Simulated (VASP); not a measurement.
# BaTiO3 (R3m) in VASP: further runs

Aim: see how the results for BaTiO3 move with the level of theory and the settings. Levels: PBEsol+U, r2SCAN+D3(BJ), PBE, LDA. Tasks: single point, relaxation of cell and atoms.

Program: VASP 6.6.1. These are calculated values, not measurements. Logs are shortened: lines on timing, memory, paths and dates and some standing lists are left out, and cuts for length are marked.

**1. The cell of the first run**

Symmetry: R3m, No. 160, trigonal system. Conventional cell: a = 5.655 Å, b = 5.655 Å, c = 6.955 Å, α = 90.00°, β = 90.00°, γ = 120.00°. Within 3.7 Å of Ba (site symmetry 3m) lie 12 O at 2.79 to 2.89 Å and 8 Ti at 3.37 to 3.59 Å. Within 2.5 Å of Ti (site symmetry 3m) lie 6 O at 1.87 to 2.14 Å. O (site symmetry m) has 2 Ti at 1.87 to 2.14 Å within 2.5 Å.

**2. Single point, PBEsol+U**

File INCAR:

```
ALGO     = Normal         # electronic algorithm
EDIFF    = 1E-6           # SCF threshold, eV
ENCUT    = 910            # plane-wave cutoff, eV
GGA      = PS             # functional
GGA_COMPAT= False        
ISIF     = 2              # what is computed and relaxed
ISMEAR   = -1             # smearing method
LASPH    = True           # aspherical terms in the spheres
LCHARG   = False          # write CHGCAR
LDAU     = True           # DFT+U
LDAUJ    = 0 0 0        
LDAUL    = -1 2 -1        # shell
LDAUPRINT= 1            
LDAUTYPE = 2            
LDAUU    = 0 6 0          # U, eV
LMAXMIX  = 4              # l up to which the mixer works
LREAL    = False          # projectors in reciprocal space
LWAVE    = False          # write WAVECAR
NBANDS   = 28             # bands
NELM     = 200            # most SCF steps
PREC     = Accurate       # precision mode
SIGMA    = 0.05           # smearing width, eV
```

File KPOINTS:

```
k-points
0
Gamma
  6 6 6
```

File POSCAR:

```
BaTiO3
1.0
    2.8273666084      1.6323808724      2.3183934932
   -2.8273666084      1.6323808724      2.3183934932
    0.0000000000     -3.2647617449      2.3183934932
Ba Ti O
1 1 3
Direct
    0.0000000000      0.0000000000      0.0000000000
    0.4845000000      0.4845000000      0.4845000000
    0.5086000000      0.0175000000      0.5086000000
    0.0175000000      0.5086000000      0.5086000000
    0.5086000000      0.5086000000      0.0175000000
```

Potentials or basis: VASP PAW PBE potentials, release 64 (Ba_sv, Ti_sv, O_h).

The run is started by

```bash
$ cat potpaw_PBE.64/Ba_sv/POTCAR potpaw_PBE.64/Ti_sv/POTCAR potpaw_PBE.64/O_h/POTCAR > POTCAR
$ mpirun -np 1 vasp_std > vasp.out
```

OUTCAR:

```text
EDIFF = 1E-6
   ENCUT = 910
   GGA = PS
   ISIF = 2
   ISMEAR = -1
   LASPH = True
   LREAL = False
   NELM = 200
   PREC = Accurate

 ion  position               nearest neighbor table
   1  0.000  0.000  0.000-   5 2.79   4 2.79   3 2.79   4 2.83   3 2.83   4 2.83   3 2.83   5 2.83
                             5 2.83   5 2.89   4 2.89   3 2.89   2 3.37   2 3.43   2 3.43   2 3.43
   2  0.484  0.484  0.484-   3 1.87   4 1.87   5 1.87   3 2.14   4 2.14   5 2.14   1 3.37   1 3.43
                             1 3.43   1 3.43   1 3.50   1 3.50   1 3.50   1 3.59
   3  0.509  0.017  0.509-   2 1.87   2 2.14   1 2.79   1 2.83   1 2.83   1 2.89
   4  0.017  0.509  0.509-   2 1.87   2 2.14   1 2.79   1 2.83   1 2.83   1 2.89
   5  0.509  0.509  0.017-   2 1.87   2 2.14   1 2.79   1 2.83   1 2.83   1 2.89

  LATTYP: Found a trigonal (rhomboedric) cell.
 ALAT       =     4.0042000000
 COS(alpha) =     0.0028448828

  Lattice vectors:

 A1 = (   2.8273666084,   1.6323808724,   2.3183934932)
 A2 = (  -2.8273666084,   1.6323808724,   2.3183934932)
 A3 = (   0.0000000000,  -3.2647617449,   2.3183934932)

Analysis of symmetry for initial positions (statically):
=====================================================================
 Subroutine PRICEL returns:
 Original cell was already a primitive cell.

 Routine SETGRP: Setting up the symmetry group for a
 trigonal (rhombohedral) supercell.

 Subroutine GETGRP returns: Found  6 space group operations
 (whereof  6 operations were pure point group operations)
 out of a pool of 12 trial point group operations.

The static configuration has the point symmetry C_3v.

Analysis of symmetry for dynamics (positions and initial velocities):
=====================================================================
 Subroutine PRICEL returns:
 Original cell was already a primitive cell.

 Routine SETGRP: Setting up the symmetry group for a
 trigonal (rhombohedral) supercell.

 Subroutine GETGRP returns: Found  6 space group operations
 (whereof  6 operations were pure point group operations)
 out of a pool of 12 trial point group operations.

The dynamic configuration has the point symmetry C_3v.

 Subroutine INISYM returns: Found  6 space group operations
 (whereof  6 operations are pure point group operations),
 and found     1 'primitive' translations

----------------------------------------------------------------------------------------

                                     Primitive cell

  volume of cell :      64.2010

  direct lattice vectors                    reciprocal lattice vectors
     2.827366608  1.632380872  2.318393493     0.176843002  0.102100355  0.143777721
    -2.827366608  1.632380872  2.318393493    -0.176843002  0.102100355  0.143777721
     0.000000000 -3.264761745  2.318393493     0.000000000 -0.204200710  0.143777721

  length of vectors
     4.004200000  4.004200000  4.004200000     0.249739791  0.249739791  0.249739791

  position of ions in fractional coordinates (direct lattice)
     0.000000000  0.000000000  0.000000000
     0.484500000  0.484500000  0.484500000
     0.508600000  0.017500000  0.508600000
     0.017500000  0.508600000  0.508600000
     0.508600000  0.508600000  0.017500000

  ion indices of the primitive-cell ions
   primitive index   ion index
                 1           1
                 2           2
                 3           3
                 4           4
                 5           5

----------------------------------------------------------------------------------------

 KPOINTS: k-points

Automatic generation of k-mesh.
[... 50 lines left out ...]
   total plane-waves  NPLWV =  64000
   dimension x,y,z NGX =    40 NGY =   40 NGZ =   40
   dimension x,y,z NGXF=    80 NGYF=   80 NGZF=   80
   ions per type =               1   1   3
   NGX,Y,Z   is equivalent  to a cutoff of  16.61, 16.61, 16.61 a.u.
   NGXF,Y,Z  is equivalent  to a cutoff of  33.21, 33.21, 33.21 a.u.
 SYSTEM =  unknown system
   PREC   = accura    normal or accurate (medium, high low for compatibility)
   ISTART =      0    job   : 0-new  1-cont  2-samecut
   ICHARG =      2    charge: 1-file 2-atom 10-const
   ISPIN  =      1    spin polarized calculation?
   LNONCOLLINEAR =      F non collinear calculations
   LSORBIT =      F    spin-orbit coupling
   LASPH  =      T    aspherical Exc in radial PAW
   ENCUT  =  910.0 eV  66.88 Ry    8.18 a.u.   9.85  9.85  9.85*2*pi/ulx,y,z
   NELM   =    200;   NELMIN=  2; NELMDL= -5     # of ELM steps
   EDIFF  = 0.1E-05   stopping-criterion for ELM
   LREAL  =      F    real-space projection
   EDIFFG = 0.1E-04   stopping-criterion for IOM
   NSW    =      0    number of steps for IOM
   IBRION =     -1    ionic relax: 0-MD 1-quasi-New 2-CG
   NFREE  =      0    steps in history (QN), initial steepest desc. (CG)
   ISIF   =      2    stress and relaxation
   ISYM   =      2    0-nonsym 1-usesym 2-fastsym
   POTIM  = 0.5000    time-step for ionic-motion
   TEBEG  =    0.0;   TEEND  =   0.0 temperature during run
   PSTRESS=    0.0 pullay stress
   NELECT =      40.0000    total number of electrons
   NUPDOWN=      -1.0000    fix difference up-down
   EMIN   =  10.00;   EMAX   =-10.00  energy-range for DOS
   EFERMI =   0.00;   METHOD = LEGACY
   ISMEAR =    -1;   SIGMA  =   0.05  broadening in eV -4-tet -1-fermi 0-gaus
   EFERMI_NEDOS =   21; number of points for ismear=-14 and -15
   IALGO  =     38    algorithm
   IMIX   =      4    mixing-type and parameters
     AMIX     =   0.40;   BMIX     =  1.00
     AMIX_MAG =   1.60;   BMIX_MAG =  1.00
  volume/ion in A,a.u.               =      12.84        86.65
  Fermi-wavevector in a.u.,A,eV,Ry     =   1.398237  2.642285 26.600301  1.955067
  Thomas-Fermi vector in A             =   2.521415
   LORBIT       =      0    0 simple, 1 ext, 2 COOP (PROOUT), +10 PAW based schemes
 LDA+U is selected, type is set to LDAUTYPE =  2
   angular momentum for each species LDAUL =    -1    2   -1
   U (eV)           for each species LDAUU =   0.0  6.0  0.0
   J (eV)           for each species LDAUJ =   0.0  0.0  0.0
   GGA     = PS    functional components
   LHFCALC =     F    Hartree Fock is set to
   AEXX    =    0.0000 exact exchange contribution
   IVDW    =     0    specifies the selected vdW correction
   LEPSILON=     F    determine dielectric tensor
   LRPA    =     F    only Hartree local field effects (RPA)
 non-spin polarized calculation
  energy-cutoff  :      910.00
  volume of cell :       64.20
 maximum number of plane-waves:      4020
   NGX = 19   NGY = 19   NGZ = 19

atom =   2  type =  2  l = 2

 onsite density matrix

spin component  1

  0.1595 -0.0000  0.0000  0.0683 -0.0000
 -0.0000  0.1898 -0.0000 -0.0000  0.0683
  0.0000 -0.0000  0.1031  0.0000 -0.0000
  0.0683 -0.0000  0.0000  0.1898  0.0000
 -0.0000  0.0683 -0.0000  0.0000  0.1595

spin component  2

  0.1595 -0.0000  0.0000  0.0683 -0.0000
 -0.0000  0.1898 -0.0000 -0.0000  0.0683
  0.0000 -0.0000  0.1031  0.0000 -0.0000
  0.0683 -0.0000  0.0000  0.1898  0.0000
 -0.0000  0.0683 -0.0000  0.0000  0.1595

 occupancies and eigenvectors

  o =  0.1031  v =  0.0000 -0.0000  1.0000  0.0000  0.0000  0.0000  0.0000  0.0000  0.0000  0.0000      0.0000  0.0000  0.0000  0.0000  0.0000  0.0000  0.0000  0.0000  0.0000  0.0000
  o =  0.1031  v =  0.0000  0.0000  0.0000  0.0000  0.0000  0.0000 -0.0000  1.0000  0.0000  0.0000      0.0000  0.0000  0.0000  0.0000  0.0000  0.0000  0.0000  0.0000  0.0000  0.0000
  o =  0.1047  v =  0.0000 -0.6257 -0.0000  0.0000  0.7800  0.0000  0.0000  0.0000  0.0000  0.0000      0.0000  0.0000  0.0000  0.0000  0.0000  0.0000  0.0000  0.0000  0.0000  0.0000
  o =  0.1047  v =  0.0000  0.0000  0.0000  0.0000  0.0000  0.0000 -0.6257 -0.0000  0.0000  0.7800      0.0000  0.0000  0.0000  0.0000  0.0000  0.0000  0.0000  0.0000  0.0000  0.0000
  o =  0.1047  v =  0.0000  0.0000  0.0000  0.0000  0.0000 -0.7800  0.0000  0.0000  0.6257 -0.0000      0.0000  0.0000  0.0000  0.0000  0.0000  0.0000  0.0000  0.0000  0.0000  0.0000
  o =  0.1047  v = -0.7800  0.0000  0.0000  0.6257 -0.0000  0.0000  0.0000  0.0000  0.0000  0.0000      0.0000  0.0000  0.0000  0.0000  0.0000  0.0000  0.0000  0.0000  0.0000  0.0000
  o =  0.2446  v =  0.6257  0.0000  0.0000  0.7800 -0.0000  0.0000  0.0000  0.0000  0.0000  0.0000      0.0000  0.0000  0.0000  0.0000  0.0000  0.0000  0.0000  0.0000  0.0000  0.0000
  o =  0.2446  v =  0.0000  0.0000  0.0000  0.0000  0.0000  0.6257  0.0000  0.0000  0.7800 -0.0000      0.0000  0.0000  0.0000  0.0000  0.0000  0.0000  0.0000  0.0000  0.0000  0.0000
  o =  0.2446  v =  0.0000  0.7800 -0.0000  0.0000  0.6257  0.0000  0.0000  0.0000  0.0000  0.0000      0.0000  0.0000  0.0000  0.0000  0.0000  0.0000  0.0000  0.0000  0.0000  0.0000
  o =  0.2446  v =  0.0000  0.0000  0.0000  0.0000  0.0000  0.0000  0.7800 -0.0000  0.0000  0.6257      0.0000  0.0000  0.0000  0.0000  0.0000  0.0000  0.0000  0.0000  0.0000  0.0000

 number of electron      39.9999994 magnetization

 Free energy of the ion-electron system (eV)
  ---------------------------------------------------
  ext. energy  EPLUGINS =         0.00000000
  ---------------------------------------------------
  free energy    TOTEN  =       -37.88781741 eV

  energy without entropy =      -37.88781741  energy(sigma->0) =      -37.88781741

 E-fermi :   5.2645     XC(G=0): -11.5075

 val. band max:        4.1810550659   @ k =   0.5000   0.5000   0.5000
 cond. band min:       7.1688246195   @ k =   0.0000   0.0000   0.0000
 fundamental gap:      2.9877695536
 Fermi energy:         5.2644720768

 k-point     1 :       0.0000    0.0000    0.0000
  band No.  band energies     occupation
      1     -53.4342      2.00000
      2     -29.7326      2.00000
      3     -29.7254      2.00000
      4     -29.7254      2.00000
      5     -20.5761      2.00000
      6     -12.6556      2.00000
[... 733 lines left out ...]
     27      12.3004      0.00000
     28      12.7504      0.00000

 [... further k-points ...]
[... 5 lines left out ...]
  --------------------------------------------------------------------------------------
  -------------------------------------------------------------------------------------
  Total        2.4296243      2.4296243      2.0140660      0.0000000     -0.0000000      0.0000000
  in kB       60.6328091     60.6328091     50.2622877      0.0000000     -0.0000000      0.0000000
  external PRESSURE =      57.1759686 kB  Pullay stress =       0.0000000 kB

 VOLUME and BASIS-vectors are now :
 -----------------------------------------------------------------------------
  energy-cutoff  :      910.00
  volume of cell :       64.20
      direct lattice vectors                 reciprocal lattice vectors
     2.827366608  1.632380872  2.318393493     0.176843002  0.102100355  0.143777721
    -2.827366608  1.632380872  2.318393493    -0.176843002  0.102100355  0.143777721
     0.000000000 -3.264761745  2.318393493     0.000000000 -0.204200710  0.143777721

 POSITION                                       TOTAL-FORCE (eV/Angst)
 -----------------------------------------------------------------------------------
      0.00000      0.00000      0.00000        -0.000000      0.000000     -0.153532
      0.00000     -0.00000      3.36978        -0.000000     -0.000000      1.699703
      1.38852     -0.80166      2.39884         0.693789     -0.400559     -0.515390
     -1.38852     -0.80166      2.39884        -0.693789     -0.400559     -0.515390
      0.00000      1.60332      2.39884        -0.000000      0.801118     -0.515390
 -----------------------------------------------------------------------------------
    total drift:                                0.000000      0.000003      0.001519

  FREE ENERGIE OF THE ION-ELECTRON SYSTEM (eV)
  ---------------------------------------------------
  free  energy   TOTEN  =       -37.8878174092 eV

  energy  without entropy=      -37.8878174091  energy(sigma->0) =      -37.88781741
```

It took 61 s on 1 thread of Intel Xeon 6975P-C (Granite Rapids), shared host; peak memory 0.32 GiB.

Results:

```yaml
Free_energy: -37.8878 eV
Pressure: 5.7 GPa
Largest_force: 1.700 eV/Å
Band_gap_on_the_k_mesh: 2.99 eV (least direct gap 3.40 eV)
```

Forces in eV/Å, atoms in the order of the input:
```
Ba   0.000  0.000 -0.154
Ti   0.000  0.000  1.700
O    0.694 -0.401 -0.515
O   -0.694 -0.401 -0.515
O    0.000  0.801 -0.515
```

Stress tensor (GPa, compression positive):
```
6.06 0.00 0.00
0.00 6.06 0.00
0.00 0.00 5.03
```

Levels at points of the mesh, in eV from the valence-band top:
```
           k point  band 18  band 19  band 20  band 21  band 22  band 23
(0.00, 0.00, 0.00)    -0.47    -0.41    -0.41     2.99     2.99     3.08
(0.50, 0.00, 0.00)    -1.60    -0.99    -0.92     3.22     4.47     4.50
(0.50, 0.50, 0.00)    -0.92    -0.88    -0.10     4.55     4.55     4.91
(0.50, 0.50, 0.50)    -0.02    -0.02     0.00     5.03     5.19     5.19
```

Eigenvalues of the final occupation matrices:
```tsv
site	spin	trace	eigenvalues
site 2 d	1	0.80	0.10 0.10 0.10 0.24 0.24
site 2 d	2	0.80	0.10 0.10 0.10 0.24 0.24
```

Caveat: the cutoff is under 1.25 times the usual one of these potentials, so pressure, stress and relaxed cells hold a basis-set (Pulay) error; the cell stands under pressure; the PAW data sets were made with another functional, which shifts forces and pressure a little; spin-orbit coupling is left out, which moves the levels of the heavy elements.

[end of part 1 of 2]
